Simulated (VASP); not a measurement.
A run of VASP 6.6.1:

File INCAR:

```
PREC = Accurate
ENCUT = 520
EDIFF = 1E-6
ISMEAR = 0
SIGMA = 0.15
LREAL = False
LASPH = True
NELM = 100
ALGO = Fast
ISIF = 2
LWAVE = False
LCHARG = True
LELF = True
LVHAR = True
NBANDS = 18
```

The input KPOINTS:

```
Automatic mesh
0
Gamma
  16 16 16
```

POSCAR

```
InPd
1.0
    3.5544013672      0.0000000000      0.0000000000
    0.0000000000      3.5544013672      0.0000000000
    0.0000000000      0.0000000000      2.7724330664
In Pd
1 1
Direct
    0.0000000000      0.0000000000      0.0000000000
    0.5000000000      0.5000000000      0.5000000000
```

Potentials or basis: VASP PAW LDA potentials, release 64 (In_d, Pd).

Run with:

```bash
$ cat potpaw_LDA.64/In_d/POTCAR potpaw_LDA.64/Pd/POTCAR > POTCAR
$ mpirun -np 1 vasp_std > vasp.out
```

Hardware: 1 thread of Intel(R) Xeon(R) 6975P-C (Granite Rapids) (shared host).

Problem. How long does it take, and how much memory?

Solution. Run time: 100 s on 1 thread of Intel(R) Xeon(R) 6975P-C (Granite Rapids) (shared host), peak memory 0.35 GiB. Counts: scf iterations 14, k points 405.
